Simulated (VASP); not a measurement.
Input of a VASP 6.6.1 run:

Contents of INCAR:

```
SYSTEM = ScB2N3
PREC     = Accurate       ! precision mode
ENCUT    = 520            ! plane-wave cutoff, eV
EDIFF    = 1E-6           ! SCF threshold, eV
ISMEAR   = 0              ! smearing method
SIGMA    = 0.1            ! smearing width, eV
LREAL    = .False.        ! projectors in reciprocal space
LASPH    = .True.         ! aspherical terms in the spheres
NELM     = 100            ! most SCF steps
ALGO     = Normal         ! electronic algorithm
ISIF     = 2              ! what is computed and relaxed
LWAVE    = .False.        ! write WAVECAR
LCHARG   = .False.        ! write CHGCAR
GGA      = PE             ! functional
NBANDS   = 25             ! bands
```

The input KPOINTS:

```
Automatic mesh
0
Gamma
  6 6 2
  0 0 0
```

The input POSCAR:

```
ScB2N3
1.0
    2.7449904487      0.0000000027      0.0000000000
   -1.3724952267      2.3772314604      0.0000000000
    0.0000000000      0.0000000000      6.7753392502
Sc B N
1 2 3
Direct
    0.0000000000      0.0000000000      0.0000000000
    0.3333333333      0.6666666667      0.6594984909
    0.6666666667      0.3333333333      0.3405015091
    0.3333333333      0.6666666667      0.2133038282
    0.0000000000      0.0000000000      0.5000000000
    0.6666666667      0.3333333333      0.7866961718
```

Potentials or basis: VASP PAW PBE potentials, release 64 (Sc_sv, B, N).

Run with:

```sh
$ cat potpaw_PBE.64/Sc_sv/POTCAR potpaw_PBE.64/B/POTCAR potpaw_PBE.64/N/POTCAR > POTCAR
$ mpirun -np 1 vasp_std > vasp.out
```

Q: Predict the band gap on the k mesh.

A: Zero (band 16 reaches 8.26 eV, above the bottom of band 17 at 7.76 eV).

Q: Estimate the pressure.

A: 0.8 GPa.

Q: What does it give for the largest force?

A: 0.098 eV/Å.

Forces in eV/Å, atoms in the order of the input:
```
Sc   0.000  0.000  0.000
B    0.000  0.000 -0.001
B    0.000  0.000  0.001
N    0.000  0.000  0.098
N    0.000  0.000  0.000
N    0.000  0.000 -0.098
```

Caveat: the k points lie up to 0.46 Å⁻¹ apart.
